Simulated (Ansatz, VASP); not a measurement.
One calculation of TlCr2, two programs

```
Cr Tl
1.0
     0.00030    3.58971    3.58943
     3.59080   -0.00012    3.58984
     3.59053    3.58986    0.00014
Cr Tl
4 2
Cartesian
  0.8978 0.8978 0.8977
  0.8983 2.6918 2.6916
  2.6929 2.6924 0.8975
  2.6934 0.8971 2.6927
  3.5904 3.5900 3.5897
  5.3859 5.3848 5.3845
```

Change from the starting cell: cubic Laves (C15) type (Fd-3m, No. 227); cell x1, atoms moved at random (sigma 0.05 Å) and cell strained at random (1.5 %), then relaxed without symmetry.

Alike in both runs: functional PBE; k mesh 6 × 6 × 6; occupations gaussian, width 0.1 eV; no spin polarisation.

Ansatz relaxed the structure, and its values are those at the end. VASP's run is a single point on that final structure, the one shown.

```csv
,VASP,Ansatz
version,VASP 6.6.1,Ansatz 0.2.0
potentials or method,"VASP PAW PBE potentials, release 64 (Cr_pv, Tl_d), cutoff 520 eV","scalar-relativistic, plane waves, PAW"
valence electrons in the cell,74,82
```

VASP gave:

- gap on the k mesh at the Fermi level (eV): none
- pressure (GPa): -0.2

Estimate Ansatz's values.

gap on the k mesh at the Fermi level (eV): none; pressure (GPa): 0.0.

A gap of «none» marks a metal or a gap that the smearing closes. With one functional, cell and mesh, what is left measures potentials, basis and numerics. VASP's potentials hold 74 valence electrons a cell and Ansatz's 82, so a difference there can come from the potentials and not from the codes.

Neither program's run includes spin-orbit coupling.
